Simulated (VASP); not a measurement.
Wanted: the native input for a VASP 6.6.1 run.

```yaml
Task: single point
Functional: RPBE
Potentials_or_basis: VASP PAW PBE potentials, release 64 (Ba_sv, Zr_sv, O)
Cutoff: 520 eV
k_mesh: 6 × 6 × 6
Occupations: gaussian, width 0.01 eV
Spin: no spin polarisation
Dipole_correction: no
Further_INCAR_settings: ALGO = Normal; EDIFF = 1e-06; NBANDS = 28
```

The structure of BaZrO3 lies in POSCAR:

```
BaZrO3
1.0
    4.2611639062      0.0000000000      0.0000000000
    0.0000000000      4.2611639062      0.0000000000
    0.0000000000      0.0000000000      4.2611639062
Ba Zr O
1 1 3
Direct
    0.0000000000      0.0000000000      0.0000000000
    0.5000000000      0.5000000000      0.5000000000
    0.0000000000      0.5000000000      0.5000000000
    0.5000000000      0.0000000000      0.5000000000
    0.5000000000      0.5000000000      0.0000000000
```

The input as run:

INCAR

```
PREC = Accurate ; ENCUT = 520
EDIFF = 1E-6 ; ISMEAR = 0
SIGMA = 0.01 ; LREAL = F
LASPH = T ; NELM = 60
ALGO = Normal ; ISIF = 2
LWAVE = F ; LCHARG = T
GGA = RP ; LELF = T
LVHAR = T ; NBANDS = 28
```

KPOINTS

```
Automatic mesh
0
Gamma
  6 6 6
```

Potentials or basis: VASP PAW PBE potentials, release 64 (Ba_sv, Zr_sv, O).

Launch:

```sh
$ cat potpaw_PBE.64/Ba_sv/POTCAR potpaw_PBE.64/Zr_sv/POTCAR potpaw_PBE.64/O/POTCAR > POTCAR
$ mpirun -np 1 vasp_std > vasp.out
```

Results of the run:

| Quantity | Value |
| --- | --- |
| Pressure | 0.8 GPa |
| Band gap on the k mesh | 3.12 eV, indirect (least direct gap 3.40 eV) |

Caveat: the PAW data sets were made with another functional, which shifts forces and pressure a little; spin-orbit coupling is left out, which moves the levels of the heavy elements.

It took 37 s on 1 thread of Intel Xeon 6975P-C (shared host), peak memory 0.2 GiB.
